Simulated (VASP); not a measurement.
# Ba4Er (I4/mmm) in VASP: vibrations by perturbation theory with PBE

Aim: the vibrations by perturbation theory of Ba4Er with PBE.

All numbers are computed with VASP 6.6.1; they aren't measurements. Logs are shortened: lines on timing, memory, paths and dates and some standing lists are left out, and cuts for length are marked.

### Step 1. The cell of the first run

The structure is tetragonal, space group I4/mmm (No. 139). The conventional cell has a = 11.303 Å, b = 11.303 Å, c = 4.445 Å, α = 90.00°, β = 90.00°, γ = 90.00°. Ba (site symmetry m2m) has 2 Er at 3.79 Å and 9 Ba at 4.28 to 5.17 Å within 5.2 Å. Er (site symmetry 4/mmm) has 8 Ba at 3.79 Å and 2 Er at 4.44 Å within 5.0 Å.

### Step 2. Vibrations by perturbation theory, PBE

Contents of INCAR:

```
PREC = Accurate
ENCUT = 500
EDIFF = 1E-8
ISMEAR = 0
SIGMA = 0.1
LREAL = F
LASPH = T
NELM = 200
ALGO = Normal
ISIF = 2
LWAVE = F
LCHARG = T
GGA = PE
IBRION = 8
NSW = 1
GGA_COMPAT = F
LMAXMIX = 6
KPAR = 4
```

Contents of KPOINTS:

```
regular mesh
0
Gamma
  8 8 8
```

Contents of POSCAR:

```
Ba4Er
1.0
   -5.6513096620      5.6513096620      2.2224087879
    5.6513096620     -5.6513096620      2.2224087879
    5.6513096620      5.6513096620     -2.2224087879
Ba Er
4 1
Direct
    0.0000000000      0.7287020912      0.7287020912
    0.0000000000      0.2712979088      0.2712979088
    0.7287020912      0.0000000000      0.7287020912
    0.2712979088      0.0000000000      0.2712979088
    0.5000000000      0.5000000000      0.0000000000
```

Potentials or basis: VASP PAW PBE potentials, release 64 (Ba_sv, Er_3), 4f in core.

Started as:

```
$ cat potpaw_PBE.64/Ba_sv/POTCAR potpaw_PBE.64/Er_3/POTCAR > POTCAR
$ mpirun -np 4 vasp_std > vasp.out
```

OUTCAR:

```text
PREC = Accurate
   ENCUT = 500
   EDIFF = 1E-8
   ISMEAR = 0
   LREAL = F
   LASPH = T
   NELM = 200
   ISIF = 2
   GGA = PE
   IBRION = 8
   NSW = 1

 ion  position               nearest neighbor table
   1  0.000  0.729  0.729-   5 3.79   5 3.79   4 4.28   3 4.28   3 4.28   4 4.28   4 4.34   3 4.34

   2  0.000  0.271  0.271-   5 3.79   5 3.79   3 4.28   3 4.28   4 4.28   4 4.28   4 4.34   3 4.34

   3  0.729  0.000  0.729-   5 3.79   5 3.79   2 4.28   1 4.28   1 4.28   2 4.28   2 4.34   1 4.34

   4  0.271  0.000  0.271-   5 3.79   5 3.79   1 4.28   1 4.28   2 4.28   2 4.28   2 4.34   1 4.34

   5  0.500  0.500  0.000-   1 3.79   3 3.79   4 3.79   2 3.79   4 3.79   2 3.79   1 3.79   3 3.79

  LATTYP: Found a body centered tetragonal cell.
 ALAT       =    11.3026193240
 C/A-ratio  =     0.3932555320

  Lattice vectors:

 A1 = (  -5.6513096620,   5.6513096620,   2.2224087879)
 A2 = (   5.6513096620,  -5.6513096620,   2.2224087879)
 A3 = (   5.6513096620,   5.6513096620,  -2.2224087879)

Analysis of symmetry for initial positions (statically):
=====================================================================
 Subroutine PRICEL returns:
 Original cell was already a primitive cell.

 Routine SETGRP: Setting up the symmetry group for a
 body centered tetragonal supercell.

 Subroutine GETGRP returns: Found 16 space group operations
 (whereof 16 operations were pure point group operations)
 out of a pool of 16 trial point group operations.

The static configuration has the point symmetry D_4h.

Analysis of symmetry for dynamics (positions and initial velocities):
=====================================================================
 Subroutine PRICEL returns:
 Original cell was already a primitive cell.

 Routine SETGRP: Setting up the symmetry group for a
 body centered tetragonal supercell.

 Subroutine GETGRP returns: Found 16 space group operations
 (whereof 16 operations were pure point group operations)
 out of a pool of 16 trial point group operations.

The dynamic configuration has the point symmetry D_4h.

 Subroutine INISYM returns: Found 16 space group operations
 (whereof 16 operations are pure point group operations),
 and found     1 'primitive' translations

----------------------------------------------------------------------------------------

                                     Primitive cell

  volume of cell :     283.9110

  direct lattice vectors                    reciprocal lattice vectors
    -5.651309662  5.651309662  2.222408788     0.000000000  0.088475067  0.224981112
     5.651309662 -5.651309662  2.222408788     0.088475067  0.000000000  0.224981112
     5.651309662  5.651309662 -2.222408788     0.088475067  0.088475067  0.000000000

  length of vectors
     8.295402499  8.295402499  8.295402499     0.241752638  0.241752638  0.125122639

  position of ions in fractional coordinates (direct lattice)
[... 916 lines left out ...]
  --------------------------------------------------------------------------------------
  -------------------------------------------------------------------------------------
  Total        0.1858198      0.1858198      0.1813712      0.0000000      0.0000000      0.0000000
  in kB        1.0486257      1.0486257      1.0235209      0.0000000      0.0000000      0.0000000
  external PRESSURE =       1.0402574 kB  Pullay stress =       0.0000000 kB

 VOLUME and BASIS-vectors are now :
 -----------------------------------------------------------------------------
  energy-cutoff  :      500.00
  volume of cell :      283.91
      direct lattice vectors                 reciprocal lattice vectors
    -5.651309662  5.651309662  2.222408788     0.000000000  0.088475067  0.224981112
     5.651309662 -5.651309662  2.222408788     0.088475067  0.000000000  0.224981112
     5.651309662  5.651309662 -2.222408788     0.088475067  0.088475067  0.000000000

 POSITION                                       TOTAL-FORCE (eV/Angst)
 -----------------------------------------------------------------------------------
      8.23624      0.00000      0.00000        -0.019474     -0.000000      0.000000
      3.06638      0.00000      0.00000         0.019474     -0.000000     -0.000000
      0.00000      8.23624      0.00000        -0.000000     -0.019474      0.000000
      0.00000      3.06638      0.00000        -0.000000      0.019474     -0.000000
      0.00000      0.00000      2.22241        -0.000000     -0.000000      0.000000
 -----------------------------------------------------------------------------------
    total drift:                                0.000000     -0.000000     -0.000000

  FREE ENERGIE OF THE ION-ELECTRON SYSTEM (eV)
  ---------------------------------------------------
  free  energy   TOTEN  =       -10.6912938024 eV

  energy  without entropy=      -10.6326762967  energy(sigma->0) =      -10.66198505

[... ionic steps 2 to 15 ...]

--------------------------------------- Ionic step       16  -------------------------------------------

------------------------ aborting loop because EDIFF is reached ----------------------------------------

[... ionic steps 17 to 17 ...]

--------------------------------------- Ionic step       18  -------------------------------------------

 Free energy of the ion-electron system (eV)
  ---------------------------------------------------
  ---------------------------------------------------
  free energy    TOTEN  =        -0.13485916 eV

  energy without entropy =       -0.13485915

------------------------ aborting loop because EDIFF is reached ----------------------------------------

 INTERNAL STRAIN TENSOR  FOR ION    5  DIRECTION 3   (eV/Angst):
 -----------------------------------------------------------------------------
    -0.00465  0.00000  0.00000
     0.00000 -0.00465  0.00000
     0.00000 -0.00000  0.00740

 INTERNAL STRAIN TENSOR FOR ION    5 for displacements in x,y,z  (eV/Angst):
          X           Y           Z          XY          YZ          ZX
  --------------------------------------------------------------------------------
  x     0.00000     0.00000     0.00000     0.00000     0.00000     0.00000
  y     0.00000     0.00000     0.00000     0.00000     0.00000     0.00000
  z     0.00000     0.00000     0.00000     0.00000     0.00000     0.00000

 SECOND DERIVATIVES (NOT SYMMETRIZED)
 ------------------------------------
               1X          1Y          1Z          2X          2Y          2Z          3X          3Y          3Z          4X          4Y          4Z          5X          5Y          5Z
  1X    -2.250511    0.000000    0.000000   -0.212640    0.000000    0.000000    0.536680   -0.667145    0.000000    0.536680    0.667145    0.000000    1.389791   -0.000000    0.000000
  1Y     0.000000   -0.661991   -0.000000   -0.000000   -0.209845    0.000000   -0.546147    0.537958    0.000000    0.546147    0.537958    0.000000    0.000000   -0.204079    0.000000
  1Z     0.000000    0.000000   -1.039669    0.000000    0.000000    0.022209    0.000000    0.000000    0.181245    0.000000    0.000000    0.181245    0.000000   -0.000000    0.654971
  2X    -0.212640    0.000000    0.000000   -2.250511    0.000000    0.000000    0.536680    0.667145    0.000000    0.536680   -0.667145    0.000000    1.389791   -0.000000    0.000000
  2Y    -0.000000   -0.209845    0.000000    0.000000   -0.661991   -0.000000    0.546147    0.537958    0.000000   -0.546147    0.537958    0.000000    0.000000   -0.204079    0.000000
  2Z     0.000000    0.000000    0.022209    0.000000    0.000000   -1.039669    0.000000    0.000000    0.181245    0.000000    0.000000    0.181245    0.000000   -0.000000    0.654971
  3X     0.537958   -0.546147   -0.000000    0.537958    0.546147   -0.000000   -0.661991   -0.000000    0.000000   -0.209845    0.000000    0.000000   -0.204079    0.000000    0.000000
  3Y    -0.667145    0.536680    0.000000    0.667145    0.536680    0.000000    0.000000   -2.250511    0.000000   -0.000000   -0.212640    0.000000    0.000000    1.389791    0.000000
  3Z    -0.000000   -0.000000    0.181245   -0.000000    0.000000    0.181245    0.000000   -0.000000   -1.039669    0.000000   -0.000000    0.022209    0.000000    0.000000    0.654971
  4X     0.537958    0.546147   -0.000000    0.537958   -0.546147   -0.000000   -0.209845    0.000000    0.000000   -0.661991   -0.000000    0.000000   -0.204079    0.000000    0.000000
  4Y     0.667145    0.536680    0.000000   -0.667145    0.536680    0.000000   -0.000000   -0.212640    0.000000    0.000000   -2.250511    0.000000    0.000000    1.389791    0.000000
  4Z    -0.000000    0.000000    0.181245   -0.000000   -0.000000    0.181245    0.000000   -0.000000    0.022209    0.000000   -0.000000   -1.039669    0.000000    0.000000    0.654971
  5X     1.367304   -0.000000   -0.000000    1.367304   -0.000000   -0.000000   -0.196981    0.000000    0.000000   -0.196981    0.000000    0.000000   -2.340646   -0.000000    0.000000
  5Y     0.000000   -0.196981    0.000000    0.000000   -0.196981    0.000000    0.000000    1.367304    0.000000    0.000000    1.367304    0.000000    0.000000   -2.340646    0.000000
  5Z     0.000000    0.000000    0.666157    0.000000    0.000000    0.666157   -0.000000    0.000000    0.666157    0.000000    0.000000    0.666157    0.000000    0.000000   -2.664629

 Eigenvectors and eigenvalues of the dynamical matrix
 ----------------------------------------------------

   1 f  =    2.756520 THz    17.319729 2PiTHz   91.947624 cm-1    11.400047 meV
             X         Y         Z           dx          dy          dz
      8.236242  0.000000  0.000000    -0.525404    0.029643   -0.000000
      3.066377  0.000000  0.000000    -0.525404    0.029643   -0.000000
      0.000000  8.236242  0.000000     0.197715   -0.078774    0.000000
      0.000000  3.066377  0.000000     0.197715   -0.078774   -0.000000
      0.000000  0.000000  2.222409     0.589689    0.088412    0.000000
[... 105 lines left out ...]
  15 f/i=    1.067365 THz     6.706454 2PiTHz   35.603473 cm-1     4.414266 meV
             X         Y         Z           dx          dy          dz
      8.236242  0.000000  0.000000    -0.000000    0.500000   -0.000000
      3.066377  0.000000  0.000000     0.000000   -0.500000   -0.000000
      0.000000  8.236242  0.000000    -0.500000    0.000000    0.000000
      0.000000  3.066377  0.000000     0.500000    0.000000   -0.000000
      0.000000  0.000000  2.222409     0.000000    0.000000    0.000000

--------------------------------------------------------------------------------------------------------

 ELASTIC MODULI CONTR FROM IONIC RELAXATION (kBar)
 Direction    XX          YY          ZZ          XY          YZ          ZX
 --------------------------------------------------------------------------------
 XX        -107.6026     73.1134     -3.1838     -0.0000     -0.0000      0.0000
 YY          73.1134   -107.6026     -3.1838     -0.0000      0.0000     -0.0000
 ZZ          -3.1838     -3.1838     -0.5878     -0.0000     -0.0000      0.0000
 XY          -0.0000     -0.0000     -0.0000     -2.0676     -0.0000      0.0000
 YZ          -0.0000      0.0000     -0.0000     -0.0000     -0.2022     -0.0000
 ZX           0.0000     -0.0000      0.0000      0.0000     -0.0000     -0.0618
 --------------------------------------------------------------------------------
```

It took 48 min on 4 MPI ranks of Intel Xeon 6975P-C (Granite Rapids), shared host; peak memory 2.5 GiB.

Results:

```yaml
Highest_phonon_frequency_at_Γ: 92 cm⁻¹
Most_unstable_mode: 36i cm⁻¹
```

Phonon frequencies in cm⁻¹ (negative: imaginary):
| q point | frequencies |
| --- | --- |
| (0.000, 0.000, 0.000) | -36 0 0 0 37 44 44 46 46 52 55 75 82 92 92 |

Caveat: some modes are imaginary; spin-orbit coupling is left out, which moves the levels of the heavy elements; the 4f electrons are frozen in the core, so they carry no moment and show no levels. Spin polarisation is off, so any magnetic state and its effect on volume and gap are missing.
